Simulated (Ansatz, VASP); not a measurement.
**One calculation of Sb, two programs**

```
Sb
1.0
     0.00000    2.35772    2.35772
     2.35772    0.00000    2.35772
     2.35772    2.35772    0.00000
Sb
1
Direct
  0.00000 0.00000 0.00000
```

Change from the starting cell: volume scaled by 1, PAW files.

Alike in both runs: task single point; functional PBEsol; k mesh 15 × 15 × 15; occupations fermi-dirac, width 0.1 eV; no spin polarisation.

|  | VASP | Ansatz |
| --- | --- | --- |
| version | VASP 6.6.1 | Ansatz 0.2.0 |
| potentials or method | VASP PAW PBE potentials, release 64 (Sb) | PAW with Ansatz's default frozen-core files, scalar-relativistic |
| plane-wave cutoff (eV) | 520 | 420 |
| valence electrons in the cell | 5 | 15 |

```tsv
	VASP	Ansatz	Ansatz less VASP
pressure (GPa)	0.0	0.0	+0.02
```

VASP's potentials were made for PBE, not for PBEsol. The functional is the same, so the differences come from potentials, cutoffs and numerics. VASP's potentials hold 5 valence electrons a cell and Ansatz's 15, so a difference there can come from the potentials and not from the codes.

Neither program's run includes spin-orbit coupling.
